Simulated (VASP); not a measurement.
A run of VASP 6.6.1 is set up as follows.

The input POSCAR:

```
Cu
1.0
    2.7368244034      0.0000000000      0.0000000000
   -1.3684122017      2.3701594590      0.0000000000
    0.0000000000      0.0000000000      4.2770738400
Cu
2
Direct
    0.3333333333      0.6666666667      0.2500000000
    0.6666666667      0.3333333333      0.7500000000
```

INCAR.step1

```
  PREC = Accurate
  ENCUT = 520
  ISMEAR = 0
  SIGMA = 0.15
  LREAL = False
  LASPH = True
  NELM = 80
  NBANDS = 18
  GGA = PE
  ALGO = Normal
  EDIFF = 1E-4
  LWAVE = True
  LCHARG = False
```

Contents of INCAR.step2:

```
  PREC = Accurate
  ENCUT = 520
  EDIFF = 1E-6
  ISMEAR = 0
  SIGMA = 0.15
  LREAL = False
  LASPH = True
  NELM = 80
  ALGO = Normal
  ISIF = 2
  LWAVE = False
  LCHARG = True
  METAGGA = R2SCAN
  LMIXTAU = True
  LELF = True
  LVHAR = True
  NBANDS = 18
  ISTART = 1
```

KPOINTS

```
Automatic mesh
0
Gamma
  24 24 12
```

Potentials or basis: VASP PAW PBE potentials, release 64 (Cu).

Command:

```sh
$ cat potpaw_PBE.64/Cu/POTCAR > POTCAR
$ cp INCAR.step1 INCAR
$ mpirun -np 1 vasp_std > vasp.out
$ cp INCAR.step2 INCAR
$ mpirun -np 1 vasp_std > vasp.out
```

(1) Estimate the band gap on the k mesh.

(2) Predict the pressure.

Results:

(1) zero (bands 11 and 12 overlap by 5.48 eV).

(2) -18.3 GPa.

Caveat: the cell differs from its parent crystal (strain +0.080 along x and y, +0.040 along z); the cell stands under tension; the PAW data sets were made with another functional, which shifts forces and pressure a little.
